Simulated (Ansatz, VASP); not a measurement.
# Two plane-wave programs on ZnO2

Contents of INCAR:

```
SYSTEM = ZnO2
PREC = Accurate
ENCUT = 520
EDIFF = 1E-6
ISMEAR = 0
SIGMA = 0.05
LREAL = .FALSE.
LASPH = .TRUE.
NELM = 60
ALGO = Normal
ISIF = 2
LWAVE = .FALSE.
LCHARG = .TRUE.
LELF = .TRUE.
LVHAR = .TRUE.
NBANDS = 60
```

Contents of KPOINTS:

```
Automatic mesh
0
G
  6 6 6
  0 0 0
```

File POSCAR:

```
ZnO2
1.0
    4.8023117800      0.0000000000      0.0000000000
    0.0000000000      4.8023117800      0.0000000000
    0.0000000000      0.0000000000      4.8023117800
Zn O
4 8
Direct
    0.0000000000      0.5000000000      0.5000000000
    0.5000000000      0.5000000000      0.0000000000
    0.5000000000      0.0000000000      0.5000000000
    0.0000000000      0.0000000000      0.0000000000
    0.4124106084      0.0875893916      0.9124106084
    0.0875893916      0.9124106084      0.4124106084
    0.9124106084      0.4124106084      0.0875893916
    0.5875893916      0.5875893916      0.5875893916
    0.4124106084      0.4124106084      0.4124106084
    0.0875893916      0.5875893916      0.9124106084
    0.9124106084      0.0875893916      0.5875893916
    0.5875893916      0.9124106084      0.0875893916
```

Input for Ansatz:

```yaml
crystal:
  lattice:
    - [4.8023117974, 0.0, 0.0]
    - [0.0, 4.8023117974, 0.0]
    - [0.0, 0.0, 4.8023117974]
  atoms:
    - { symbol: Zn, position: [0.0, 0.5, 0.5] }
    - { symbol: Zn, position: [0.5, 0.5, 0.0] }
    - { symbol: Zn, position: [0.5, 0.0, 0.5] }
    - { symbol: Zn, position: [0.0, 0.0, 0.0] }
    - { symbol: O, position: [0.4124106094, 0.0875893906, 0.9124106094] }
    - { symbol: O, position: [0.0875893906, 0.9124106094, 0.4124106094] }
    - { symbol: O, position: [0.9124106094, 0.4124106094, 0.0875893906] }
    - { symbol: O, position: [0.5875893906, 0.5875893906, 0.5875893906] }
    - { symbol: O, position: [0.4124106094, 0.4124106094, 0.4124106094] }
    - { symbol: O, position: [0.0875893906, 0.5875893906, 0.9124106094] }
    - { symbol: O, position: [0.9124106094, 0.0875893906, 0.5875893906] }
    - { symbol: O, position: [0.5875893906, 0.9124106094, 0.0875893906] }
basis:
  ecutwfc: 520.0
kpoints:
  mp_grid: { grid: [6, 6, 6] }
hamiltonian:
  xc: lda
  pseudopotentials: { kind: paw, azcp: { folder: soft_1 } }
scf:
  occupations: { method: gaussian, width: 0.05 }
output:
  forces: true
  stress: true
  eigenvalues: true
  write_density: true
  write_potential: true
  elf: true
  volumetric_format: npy
```

Alike in both runs: task single point; functional LDA; k mesh 6 × 6 × 6; occupations gaussian, width 0.05 eV; no spin polarisation.

|  | VASP | Ansatz |
| --- | --- | --- |
| version | VASP 6.6.1 | Ansatz 0.2.0 |
| potentials or method | VASP PAW LDA potentials, release 64 (Zn, O), cutoff 520 eV | scalar-relativistic, plane waves, PAW |
| valence electrons in the cell | 96 | 96 |

|  | VASP | Ansatz | Ansatz less VASP |
| --- | --- | --- | --- |
| gap on the k mesh at the Fermi level (eV) | 2.32 | 2.34 | +0.018 |
| least direct gap on the mesh (eV) | 2.47 | 2.49 | +0.023 |
| pressure (GPa) | 1.9 | 0.0 | -1.84 |
| rms of the force components (eV/Å) | 0.145 | 0.001 | -0.1448 |

Ansatz warns that its potentials were made for another functional, while VASP's fit it. LDA's correlation is that of Perdew and Zunger in VASP and of Perdew and Wang (1992) in Ansatz. Atom by atom the forces differ by 0.145 eV/Å (rms over components). One of these differences is far larger than is usual between the two programs; its cause wasn't traced.
